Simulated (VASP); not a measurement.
# Ta (Im-3m) in VASP: a series of runs

Ta is run at these levels: r2SCAN; tasks: single point, relaxation of cell and atoms.

Everything below comes from runs of VASP 6.6.1. Logs are shortened: lines on timing, memory, paths and dates and some standing lists are left out, and cuts for length are marked.

## 1. The cell of the first run

Symmetry: Im-3m, No. 229, cubic system. Conventional cell: a = 3.350 Å, b = 3.350 Å, c = 3.350 Å, α = 90.00°, β = 90.00°, γ = 90.00°. Within 3.8 Å of Ta (site symmetry m-3m) lie 14 Ta at 2.90 to 3.35 Å.

## 2. Single point, r2SCAN (volume scaled by 1.04)

The input, POSCAR:

```
Ta
1.0
   -1.6751164718      1.6751164718      1.6751164718
    1.6751164718     -1.6751164718      1.6751164718
    1.6751164718      1.6751164718     -1.6751164718
Ta
1
Direct
    0.0000000000      0.0000000000      0.0000000000
```

The input, INCAR.step1:

```
  PREC = Accurate
  ENCUT = 520
  ISMEAR = -1
  SIGMA = 0.1
  LREAL = False
  LASPH = True
  NELM = 100
  NBANDS = 12
  GGA = PE
  ALGO = Normal
  EDIFF = 1E-4
  LWAVE = True
  LCHARG = False
```

The input, INCAR.step2:

```
  PREC = Accurate
  ENCUT = 520
  EDIFF = 1E-6
  ISMEAR = -1
  SIGMA = 0.1
  LREAL = False
  LASPH = True
  NELM = 100
  ALGO = Normal
  ISIF = 2
  LWAVE = False
  LCHARG = False
  METAGGA = R2SCAN
  LMIXTAU = True
  NBANDS = 12
  ISTART = 1
```

The input, KPOINTS:

```
regular mesh
0
Gamma
  22 22 22
```

Potentials or basis: VASP PAW PBE potentials, release 64 (Ta_pv).

On the command line:

```sh
> cat potpaw_PBE.64/Ta_pv/POTCAR > POTCAR
> cp INCAR.step1 INCAR
> mpirun -np 1 vasp_std > vasp.out
> cp INCAR.step2 INCAR
> mpirun -np 1 vasp_std > vasp.out
```

OUTCAR:

```text
PREC = Accurate
   ENCUT = 520
   EDIFF = 1E-6
   ISMEAR = -1
   LREAL = False
   LASPH = True
   NELM = 100
   ISIF = 2
   METAGGA = R2SCAN
   ISTART = 1

 ion  position               nearest neighbor table
   1  0.000  0.000  0.000-

  LATTYP: Found a body centered cubic cell.
 ALAT       =     3.3502329436

  Lattice vectors:

 A1 = (  -1.6751164718,   1.6751164718,   1.6751164718)
 A2 = (   1.6751164718,  -1.6751164718,   1.6751164718)
 A3 = (   1.6751164718,   1.6751164718,  -1.6751164718)

Analysis of symmetry for initial positions (statically):
=====================================================================
 Subroutine PRICEL returns:
 Original cell was already a primitive cell.

 Routine SETGRP: Setting up the symmetry group for a
 body centered cubic supercell.

 Subroutine GETGRP returns: Found 48 space group operations
 (whereof 48 operations were pure point group operations)
 out of a pool of 48 trial point group operations.

The static configuration has the point symmetry O_h .

Analysis of symmetry for dynamics (positions and initial velocities):
=====================================================================
 Subroutine PRICEL returns:
 Original cell was already a primitive cell.

 Routine SETGRP: Setting up the symmetry group for a
 body centered cubic supercell.

 Subroutine GETGRP returns: Found 48 space group operations
 (whereof 48 operations were pure point group operations)
 out of a pool of 48 trial point group operations.

The dynamic configuration has the point symmetry O_h .

 Subroutine INISYM returns: Found 48 space group operations
 (whereof 48 operations are pure point group operations),
 and found     1 'primitive' translations

----------------------------------------------------------------------------------------

                                     Primitive cell

  volume of cell :      18.8016

  direct lattice vectors                    reciprocal lattice vectors
    -1.675116472  1.675116472  1.675116472     0.000000000  0.298486707  0.298486707
     1.675116472 -1.675116472  1.675116472     0.298486707  0.000000000  0.298486707
     1.675116472  1.675116472 -1.675116472     0.298486707  0.298486707  0.000000000

  length of vectors
     2.901386838  2.901386838  2.901386838     0.422123950  0.422123950  0.422123950

  position of ions in fractional coordinates (direct lattice)
     0.000000000  0.000000000  0.000000000

  ion indices of the primitive-cell ions
   primitive index   ion index
                 1           1

----------------------------------------------------------------------------------------

 KPOINTS: regular mesh

Automatic generation of k-mesh.
 Grid dimensions read from file:
 generate k-points for:   22   22   22

 Generating k-lattice:

  Cartesian coordinates                     Fractional coordinates (reciprocal lattice)
     0.000000000  0.013567578  0.013567578     0.045454545  0.000000000  0.000000000
     0.013567578  0.000000000  0.013567578     0.000000000  0.045454545  0.000000000
     0.013567578  0.013567578  0.000000000     0.000000000  0.000000000  0.045454545

  Length of vectors
     0.019187452  0.019187452  0.019187452

  Shift w.r.t. Gamma in fractional coordinates (k-lattice)
     0.000000000  0.000000000  0.000000000

 Subroutine IBZKPT returns following result:
 ===========================================

 Found    328 irreducible k-points:

 Following reciprocal coordinates:
            Coordinates               Weight
  0.000000  0.000000  0.000000      1.000000
  0.045455  0.000000  0.000000     12.000000
  0.090909  0.000000  0.000000     12.000000
  0.136364  0.000000  0.000000     12.000000
  0.181818  0.000000  0.000000     12.000000
  0.227273  0.000000  0.000000     12.000000
[... 16 lines left out ...]
  0.090909  0.090909  0.000000     24.000000
  0.136364  0.090909  0.000000     48.000000
 [... further k-points ...]
   k-points           NKPTS =    328   k-points in BZ     NKDIM =    328   number of bands    NBANDS=     12
   number of dos      NEDOS =    301   number of ions     NIONS =      1
   total plane-waves  NPLWV =  13824
   dimension x,y,z NGX =    24 NGY =   24 NGZ =   24
   dimension x,y,z NGXF=    48 NGYF=   48 NGZF=   48
   ions per type =               1
   NGX,Y,Z   is equivalent  to a cutoff of  13.75, 13.75, 13.75 a.u.
   NGXF,Y,Z  is equivalent  to a cutoff of  27.50, 27.50, 27.50 a.u.
 SYSTEM =  unknown system
   PREC   = accura    normal or accurate (medium, high low for compatibility)
   ISTART =      1    job   : 0-new  1-cont  2-samecut
   ICHARG =      0    charge: 1-file 2-atom 10-const
   ISPIN  =      1    spin polarized calculation?
   LNONCOLLINEAR =      F non collinear calculations
   LSORBIT =      F    spin-orbit coupling
   LASPH  =      T    aspherical Exc in radial PAW
   ENCUT  =  520.0 eV  38.22 Ry    6.18 a.u.   5.39  5.39  5.39*2*pi/ulx,y,z
   NELM   =    100;   NELMIN=  2; NELMDL=  0     # of ELM steps
   EDIFF  = 0.1E-05   stopping-criterion for ELM
   LREAL  =      F    real-space projection
   EDIFFG = 0.1E-04   stopping-criterion for IOM
   NSW    =      0    number of steps for IOM
   IBRION =     -1    ionic relax: 0-MD 1-quasi-New 2-CG
   NFREE  =      0    steps in history (QN), initial steepest desc. (CG)
   ISIF   =      2    stress and relaxation
   ISYM   =      2    0-nonsym 1-usesym 2-fastsym
   POTIM  = 0.5000    time-step for ionic-motion
   TEBEG  =    0.0;   TEEND  =   0.0 temperature during run
   PSTRESS=    0.0 pullay stress
   NELECT =      11.0000    total number of electrons
   NUPDOWN=      -1.0000    fix difference up-down
   EMIN   =  10.00;   EMAX   =-10.00  energy-range for DOS
   EFERMI =   0.00;   METHOD = LEGACY
   ISMEAR =    -1;   SIGMA  =   0.10  broadening in eV -4-tet -1-fermi 0-gaus
   EFERMI_NEDOS =   21; number of points for ismear=-14 and -15
   IALGO  =     38    algorithm
   IMIX   =      4    mixing-type and parameters
     AMIX     =   0.40;   BMIX     =  1.00
     AMIX_MAG =   1.60;   BMIX_MAG =  1.00
  volume/ion in A,a.u.               =      18.80       126.88
  Fermi-wavevector in a.u.,A,eV,Ry     =   1.369223  2.587455 25.507801  1.874770
  Thomas-Fermi vector in A             =   2.495117
   LORBIT       =      0    0 simple, 1 ext, 2 COOP (PROOUT), +10 PAW based schemes
   METAGGA = R2SCAN    functional components
   LHFCALC =     F    Hartree Fock is set to
   AEXX    =    0.0000 exact exchange contribution
   IVDW    =     0    specifies the selected vdW correction
   LEPSILON=     F    determine dielectric tensor
   LRPA    =     F    only Hartree local field effects (RPA)
 non-spin polarized calculation
  energy-cutoff  :      520.00
  volume of cell :       18.80
 maximum number of plane-waves:       531
 NGX is ok and might be reduce to    24
   NGX = 11   NGY = 11   NGZ = 11

 number of electron      10.9999998 magnetization

 Free energy of the ion-electron system (eV)
  ---------------------------------------------------
  ext. energy  EPLUGINS =         0.00000000
  ---------------------------------------------------
  free energy    TOTEN  =       -48.58556859 eV

  energy without entropy =      -48.54307269  energy(sigma->0) =      -48.56432064

 E-fermi :   4.9938     XC(G=0): -13.5244

 val. band max:        4.9925643709   @ k =   0.1364   0.0909   0.0000
 cond. band min:       4.9961470237   @ k =   0.0909   0.0909   0.0455
 fundamental gap:      0.0035826528
 Fermi energy:         4.9937504348

 k-point     1 :       0.0000    0.0000    0.0000
  band No.  band energies     occupation
      1     -29.4181      2.00000
      2     -29.4181      2.00000
      3     -29.4181      2.00000
      4      -3.1783      2.00000
      5       5.8212      0.00051
      6       5.8212      0.00051
      7       5.8212      0.00051
      8       9.1607      0.00000
      9       9.1607      0.00000
     10      16.8903      0.00000
     11      20.5550      0.00000
     12      20.5550      0.00000

 k-point     2 :       0.0455    0.0000    0.0000
  band No.  band energies     occupation
      1     -29.4416      2.00000
      2     -29.4253      2.00000
      3     -29.4182      2.00000
      4      -3.0863      2.00000
      5       5.7604      0.00094
      6       5.8037      0.00061
      7       5.9099      0.00021
      8       9.0599      0.00000
      9       9.1602      0.00000
     10      16.8901      0.00000
     11      20.6371      0.00000
     12      20.7176      0.00000

 k-point     3 :       0.0909    0.0000    0.0000
  band No.  band energies     occupation
      1     -29.5098      2.00000
      2     -29.4464      2.00000
      3     -29.4185      2.00000
      4      -2.8159      2.00000
      5       5.5883      0.00522
      6       5.7366      0.00119
      7       6.1742      0.00001
      8       8.8191      0.00000
      9       9.1623      0.00000
     10      16.8901      0.00000
     11      20.8551      0.00000
     12      21.1941      0.00000

 k-point     4 :       0.1364    0.0000    0.0000
  band No.  band energies     occupation
      1     -29.6159      2.00000
      2     -29.4794      2.00000
      3     -29.4190      2.00000
      4      -2.3849      2.00000
      5       5.3312      0.06619
      6       5.5866      0.00531
      7       6.6086      0.00000
      8       8.5777      0.00000
      9       9.1762      0.00000
     10      16.8900      0.00000
     11      21.1080      0.00000
     12      21.9548      0.00000

 k-point     5 :       0.1818    0.0000    0.0000
  band No.  band energies     occupation
      1     -29.7497      2.00000
      2     -29.5215      2.00000
      3     -29.4197      2.00000
      4      -1.8253      2.00000
      5       5.0229      0.85529
      6       5.3424      0.05939
      7       7.2032      0.00000
      8       8.4559      0.00000
      9       9.2134      0.00000
     10      16.8898      0.00000
     11      21.1905      0.00000
     12      22.6727      0.00000
[... 228 lines left out ...]
      1     -30.4396      2.00000
      2     -29.7547      2.00000
      3     -29.4327      2.00000
      4       0.6519      2.00000
      5       3.6336      2.00000
      6       5.7285      0.00129
      7       9.0085      0.00000
      8       9.9709      0.00000
      9      12.1509      0.00000
     10      16.8462      0.00000
     11      17.1528      0.00000
     12      17.8006      0.00000

 k-point    22 :       0.4545    0.0455    0.0000
  band No.  band energies     occupation
      1     -30.4786      2.00000
      2     -29.7687      2.00000
      3     -29.4330      2.00000
      4       0.6837      2.00000
      5       3.5624      2.00000
      6       6.0918      0.00003
      7       8.9755      0.00000
      8      10.0646      0.00000
      9      12.6617      0.00000
     10      16.5792      0.00000
     11      16.9307      0.00000
     12      17.4955      0.00000

 k-point    23 :       0.0909    0.0909    0.0000
  band No.  band energies     occupation
      1     -29.6750      2.00000
      2     -29.4776      2.00000
      3     -29.4403      2.00000
      4      -2.1341      2.00000
      5       5.2746      0.11373
      6       5.3731      0.04404
      7       6.9161      0.00000
      8       8.3744      0.00000
      9       9.2928      0.00000
     10      16.8899      0.00000
     11      21.3797      0.00000
     12      22.1481      0.00000

 k-point    24 :       0.1364    0.0909    0.0000
  band No.  band energies     occupation
      1     -29.7973      2.00000
      2     -29.5171      2.00000
      3     -29.4471      2.00000
      4      -1.5857      2.00000
      5       4.9926      1.00593
      6       5.1159      0.45539
      7       7.5313      0.00000
      8       8.2240      0.00000
      9       9.4072      0.00000
     10      16.8897      0.00000
     11      21.6117      0.00000
     12      22.3505      0.00000

 [... further k-points ...]
[... 5 lines left out ...]
  --------------------------------------------------------------------------------------
  -------------------------------------------------------------------------------------
  Total       -0.8145933     -0.8145933     -0.8145933      0.0000000      0.0000000     -0.0000000
  in kB      -69.4154876    -69.4154876    -69.4154876      0.0000000      0.0000000     -0.0000000
  external PRESSURE =     -69.4154876 kB  Pullay stress =       0.0000000 kB

 VOLUME and BASIS-vectors are now :
 -----------------------------------------------------------------------------
  energy-cutoff  :      520.00
  volume of cell :       18.80
      direct lattice vectors                 reciprocal lattice vectors
    -1.675116472  1.675116472  1.675116472     0.000000000  0.298486707  0.298486707
     1.675116472 -1.675116472  1.675116472     0.298486707  0.000000000  0.298486707
     1.675116472  1.675116472 -1.675116472     0.298486707  0.298486707  0.000000000

 POSITION                                       TOTAL-FORCE (eV/Angst)
 -----------------------------------------------------------------------------------
      0.00000      0.00000      0.00000         0.000000      0.000000     -0.000000
 -----------------------------------------------------------------------------------
    total drift:                                0.000000      0.000000     -0.000000

  FREE ENERGIE OF THE ION-ELECTRON SYSTEM (eV)
  ---------------------------------------------------
  free  energy   TOTEN  =       -48.5855685921 eV

  energy  without entropy=      -48.5430726891  energy(sigma->0) =      -48.56432064
```

Run time: 81 s. Hardware: 1 thread of Intel Xeon 6975P-C (Granite Rapids), shared host; peak memory 0.2 GiB.

What came out:

```
Free energy : -48.5856 eV
Pressure    : -6.9 GPa
```

Caveat: the PAW data sets were made with another functional, which shifts forces and pressure a little; spin-orbit coupling is left out, which moves the levels of the heavy elements.

## 3. Single point, r2SCAN (volume scaled by 1.08)

The input, POSCAR:

```
Ta
1.0
   -1.6963227290      1.6963227290      1.6963227290
    1.6963227290     -1.6963227290      1.6963227290
    1.6963227290      1.6963227290     -1.6963227290
Ta
1
Direct
    0.0000000000      0.0000000000      0.0000000000
```

The input, INCAR.step1:

```
ALGO     = Normal         # electronic algorithm
EDIFF    = 1E-4           # SCF threshold, eV
ENCUT    = 520            # plane-wave cutoff, eV
GGA      = PE             # functional
ISMEAR   = -1             # smearing method
LASPH    = True           # aspherical terms in the spheres
LCHARG   = False          # write CHGCAR
LREAL    = False          # projectors in reciprocal space
LWAVE    = True           # write WAVECAR
NBANDS   = 12             # bands
NELM     = 80             # most SCF steps
PREC     = Accurate       # precision mode
SIGMA    = 0.1            # smearing width, eV
```

The input, INCAR.step2:

```
ALGO     = Normal         # electronic algorithm
EDIFF    = 1E-7           # SCF threshold, eV
ENCUT    = 520            # plane-wave cutoff, eV
ISIF     = 2              # what is computed and relaxed
ISMEAR   = -1             # smearing method
ISTART   = 1            
LASPH    = True           # aspherical terms in the spheres
LCHARG   = False          # write CHGCAR
LMIXTAU  = True         
LREAL    = False          # projectors in reciprocal space
LWAVE    = False          # write WAVECAR
METAGGA  = R2SCAN         # meta-GGA
NBANDS   = 12             # bands
NELM     = 80             # most SCF steps
PREC     = Accurate       # precision mode
SIGMA    = 0.1            # smearing width, eV
```

The input, KPOINTS:

```
k-points
0
Gamma
  22 22 22
```

Potentials or basis: VASP PAW PBE potentials, release 64 (Ta_pv).

On the command line:

```sh
> cat potpaw_PBE.64/Ta_pv/POTCAR > POTCAR
> cp INCAR.step1 INCAR
> mpirun -np 1 vasp_std > vasp.out
> cp INCAR.step2 INCAR
> mpirun -np 1 vasp_std > vasp.out
```

Wall time 81 s (1 thread of Intel Xeon 6975P-C (Granite Rapids), shared host); peak memory 0.2 GiB.

The run converged. Its results:

```
Free energy : -48.5399 eV
Pressure    : -13.2 GPa
```

Levels at points of the mesh, in eV from the Fermi level:
| k point | band 2 | band 3 | band 4 | band 5 | band 6 | band 7 | band 8 | band 9 | band 10 | band 11 |
| --- | --- | --- | --- | --- | --- | --- | --- | --- | --- | --- |
| (0.00, 0.00, 0.00) | -34.57 | -34.57 | -8.03 | 0.81 | 0.81 | 0.81 | 4.03 | 4.03 | 11.71 | 15.38 |
| (0.50, 0.00, 0.00) | -34.88 | -34.58 | -4.22 | -1.36 | 1.11 | 3.85 | 4.82 | 7.30 | 11.05 | 11.74 |
| (0.50, 0.50, 0.50) | -35.24 | -35.24 | -3.48 | -3.48 | 6.45 | 6.45 | 6.45 | 8.27 | 8.27 | 8.27 |

Caveat: the PAW data sets were made with another functional, which shifts forces and pressure a little; spin-orbit coupling is left out, which moves the levels of the heavy elements.

(Part 1 of 2 ends here.)
